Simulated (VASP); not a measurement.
Runs of VASP 6.6.1 on Li2BeS2. The structure is that of space group P3m1 (No. 156), or close to it. The cells are those of the table. 

```csv
task,cell,k mesh,cutoff (eV),smearing,gap on the mesh (eV),pressure (GPa),relaxed volume (Å³/atom),largest force (eV/Å)
single point,"a = 3.711, b = 3.711, c = 6.149 Å, angles 90.9, 90.9, 59.8°, 5 atoms",8 × 8 × 4,520,gaussian 0.02 eV,3.44,-,-,0.02
single point,"a = 3.714, b = 3.714, c = 6.142 Å, angles 90.9, 90.9, 59.7°, 5 atoms",6 × 6 × 4,520,gaussian 0.1 eV,3.44,-,-,0.02
single point,"a = 3.753, b = 3.753, c = 6.757 Å, angles 90.0, 90.0, 120.0°, 5 atoms",6 × 6 × 4,520,gaussian 0.02 eV,2.77,-,-,0.01
single point,"a = 3.747, b = 3.747, c = 6.749 Å, angles 90.0, 90.0, 120.0°, 5 atoms",6 × 6 × 4,520,gaussian 0.1 eV,2.79,-,-,0.01
single point,"a = 3.262, b = 3.262, c = 6.203 Å, angles 90.0, 90.0, 120.0°, 5 atoms",6 × 6 × 4,520,gaussian 0.1 eV,0.86,-,-,4.14
relaxation of cell and atoms,"relaxed from a = 3.747, b = 3.747, c = 6.749 Å, angles 90.0, 90.0, 120.0°, 5 atoms",6 × 6 × 4,600,gaussian 0.02 eV,2.77,0.0,16.47,0.01
relaxation of cell and atoms,"relaxed from a = 3.262, b = 3.262, c = 6.203 Å, angles 90.0, 90.0, 120.0°, 5 atoms",6 × 6 × 4,600,gaussian 0.1 eV,(b),0.0,(a),0.04
```

Alike in all rows: level PBE; potentials or basis VASP PAW PBE potentials, release 64 (Li_sv, Be, S); no spin polarisation.

Estimate the missing entries.

(a) 16.40; (b) 2.78.

Caveats: the cutoff is under 1.25 times the usual one of these potentials, so pressure, stress and relaxed cells hold a basis-set (Pulay) error; forces of over 1 eV/Å act on the atoms, so gaps and moduli don't describe the material at rest (some runs); the volume moved by over 15 % at a fixed basis, so the end points are rough (some runs).

A k mesh can miss the band edges.
